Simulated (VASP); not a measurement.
# ScNb2O3 (Cmmm) in VASP: further runs, part 2 of 2

VASP 6.6.1.

### Step 3. Single point, PBE

This run uses another cell than the first one, of 14.27 Å³/atom, 1.289 times its volume.

Input file INCAR:

```
SYSTEM = ScNb2O3
PREC     = Accurate       ! precision mode
ENCUT    = 520            ! plane-wave cutoff, eV
EDIFF    = 1E-6           ! SCF threshold, eV
ISMEAR   = 0              ! smearing method
SIGMA    = 0.1            ! smearing width, eV
LREAL    = .FALSE.        ! projectors in reciprocal space
LASPH    = .TRUE.         ! aspherical terms in the spheres
NELM     = 80             ! most SCF steps
ALGO     = Normal         ! electronic algorithm
ISIF     = 2              ! what is computed and relaxed
LWAVE    = .FALSE.        ! write WAVECAR
LCHARG   = .FALSE.        ! write CHGCAR
GGA      = PE             ! functional
NBANDS   = 36             ! bands
```

Input file KPOINTS:

```
Automatic mesh
0
G
  4 4 6
  0 0 0
```

Input file POSCAR:

```
ScNb2O3
1.0
    2.4126295302     -5.2734145991      0.0000000000
    2.4126295302      5.2734145991      0.0000000000
    0.0000000000      0.0000000000      3.3653246408
Sc Nb O
1 2 3
Direct
    0.5000000000      0.5000000000      0.0000000000
    0.1990492012      0.8009507988      0.0000000000
    0.8009507988      0.1990492012      0.0000000000
    0.0000000000      0.0000000000      0.0000000000
    0.5000000000      0.0000000000      0.5000000000
    0.0000000000      0.5000000000      0.5000000000
```

Potentials or basis: VASP PAW PBE potentials, release 64 (Sc_sv, Nb_sv, O).

Command:

```
> cat potpaw_PBE.64/Sc_sv/POTCAR potpaw_PBE.64/Nb_sv/POTCAR potpaw_PBE.64/O/POTCAR > POTCAR
> mpirun -np 1 vasp_std > vasp.out
```

OUTCAR:

```text
SYSTEM = ScNb2O3
   PREC = Accurate
   ENCUT = 520
   EDIFF = 1E-6
   ISMEAR = 0
   LREAL = .FALSE.
   LASPH = .TRUE.
   NELM = 80
   ISIF = 2
   GGA = PE

 ion  position               nearest neighbor table
   1  0.500  0.500  0.000-   4 2.41   4 2.41   2 3.17   3 3.17   2 3.20   2 3.20   3 3.20   3 3.20

   2  0.199  0.801  0.000-   4 2.10   5 2.14   6 2.14   5 2.14   6 2.14   3 2.64   3 2.64   1 3.17
                             1 3.20   1 3.20
   3  0.801  0.199  0.000-   4 2.10   5 2.14   6 2.14   5 2.14   6 2.14   2 2.64   2 2.64   1 3.17
                             1 3.20   1 3.20
   4  0.000  0.000  0.000-   2 2.10   3 2.10   1 2.41   1 2.41
   5  0.500  0.000  0.500-   2 2.14   3 2.14   2 2.14   3 2.14
   6  0.000  0.500  0.500-   2 2.14   3 2.14   2 2.14   3 2.14

  LATTYP: Found a base centered orthorhombic cell.
 ALAT       =     4.8252590604
 B/A-ratio  =     2.1857539805
 C/A-ratio  =     0.6974391631

  Lattice vectors:

 A1 = (   2.4126295302,  -5.2734145991,   0.0000000000)
 A2 = (   2.4126295302,   5.2734145991,   0.0000000000)
 A3 = (   0.0000000000,   0.0000000000,   3.3653246408)

[... 186 lines left out ...]
 cond. band min:       8.0514982206   @ k =   0.5000  -0.0000   0.5000
 fundamental gap:      0.0433443459
 Fermi energy:         8.0236884521

 k-point     1 :       0.0000    0.0000    0.0000
  band No.  band energies     occupation
      1     -48.1941      2.00000
      2     -47.9400      2.00000
      3     -42.0804      2.00000
      4     -24.9347      2.00000
      5     -24.3770      2.00000
      6     -24.3395      2.00000
[... 925 lines left out ...]
     35      10.8044      0.00000
     36      11.3857      0.00000

 [... further k-points ...]

------------------------ aborting loop because EDIFF is reached ----------------------------------------

  FORCE on cell =-STRESS in cart. coord.  units (eV):
  Direction    XX          YY          ZZ          XY          YZ          ZX
  --------------------------------------------------------------------------------------
  -------------------------------------------------------------------------------------
  Total       -0.1066195     -0.0091116     -0.1352129      0.0000000      0.0000000      0.0000000
  in kB       -1.9948384     -0.1704771     -2.5298179      0.0000000      0.0000000      0.0000000
  external PRESSURE =      -1.5650445 kB  Pullay stress =       0.0000000 kB

 VOLUME and BASIS-vectors are now :
 -----------------------------------------------------------------------------
  energy-cutoff  :      520.00
  volume of cell :       85.63
      direct lattice vectors                 reciprocal lattice vectors
     2.412629530 -5.273414599  0.000000000     0.207242759 -0.094815227  0.000000000
     2.412629530  5.273414599  0.000000000     0.207242759  0.094815227  0.000000000
     0.000000000  0.000000000  3.365324641     0.000000000  0.000000000  0.297148153

 POSITION                                       TOTAL-FORCE (eV/Angst)
 -----------------------------------------------------------------------------------
      2.41263      0.00000      0.00000        -0.000000     -0.000000      0.000000
      2.41263      3.17408      0.00000         0.000000     -0.015805     -0.000000
      2.41263     -3.17408      0.00000         0.000000      0.015805      0.000000
      0.00000      0.00000      0.00000         0.000000     -0.000000      0.000000
      1.20631     -2.63671      1.68266         0.000000     -0.000000      0.000000
      1.20631      2.63671      1.68266        -0.000000     -0.000000      0.000000
 -----------------------------------------------------------------------------------
    total drift:                                0.000000      0.000000      0.000000

  FREE ENERGIE OF THE ION-ELECTRON SYSTEM (eV)
  ---------------------------------------------------
  free  energy   TOTEN  =       -51.0004647093 eV

  energy  without entropy=      -50.9908879045  energy(sigma->0) =      -50.99567631
```

stdout:

```text
POSCAR found type information on POSCAR ScNbO
 POSCAR found :  3 types and       6 ions
 scaLAPACK will be used
 LDA part: xc-table for (Slater+PW92), standard interpolation
 POSCAR, INCAR and KPOINTS ok, starting setup
 FFT: planning ... GRIDC
 FFT: planning ... GRID_SOFT
 FFT: planning ... GRID
 WAVECAR not read
 entering main loop
```

Run time: 84 s. Hardware: 1 thread of Intel Xeon Platinum 8559C (Emerald Rapids), shared host; peak memory 0.27 GiB.

What came out:

| Item | Value |
| --- | --- |
| Free energy | -51.0005 eV |
| Pressure | -0.2 GPa |
| Largest force | 0.016 eV/Å |

Forces in eV/Å, atoms in the order of the input:
```
Sc   0.000  0.000  0.000
Nb   0.000 -0.016  0.000
Nb   0.000  0.016  0.000
O    0.000  0.000  0.000
O    0.000  0.000  0.000
O    0.000  0.000  0.000
```

Stress tensor (GPa, compression positive):
```
-0.20  0.00  0.00
 0.00 -0.02  0.00
 0.00  0.00 -0.25
```

Caveat: an odd number of electrons without spin polarisation forces a metal; a magnetic or distorted state may lie lower.
